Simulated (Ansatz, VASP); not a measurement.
**CdSe in VASP and in Ansatz**

```xyz
2
Lattice="0.0000 2.8686 2.8686 2.8686 0.0000 2.8686 2.8686 2.8686 0.0000" Properties=species:S:1:pos:R:3 pbc="T T T"
Cd    0.0000    0.0000    0.0000
Se    2.8686    2.8686    2.8686
```

Alike in both runs: functional PBE; k mesh 16 × 16 × 16; occupations gaussian, width 0.1 eV; no spin polarisation.

Ansatz relaxed the structure, and its values are those at the end. VASP's run is a single point on that final structure, the one shown.

|  | VASP | Ansatz |
| --- | --- | --- |
| version | VASP 6.6.1 | Ansatz 0.2.0 |
| potentials or method | VASP PAW PBE potentials, release 64 (Cd, Se), cutoff 520 eV | scalar-relativistic, plane waves, PAW |
| valence electrons in the cell | 18 | 36 |

Ansatz gave:

```
gap on the k mesh at the Fermi level (eV) : none
pressure (GPa)                            : 0.0
```

Task: What did VASP give for the same quantities?

Result: gap on the k mesh at the Fermi level (eV): none; pressure (GPa): 0.3.

A gap of «none» marks a metal or a gap that the smearing closes. VASP's potentials hold 18 valence electrons a cell and Ansatz's 36, so a difference there can come from the potentials and not from the codes.
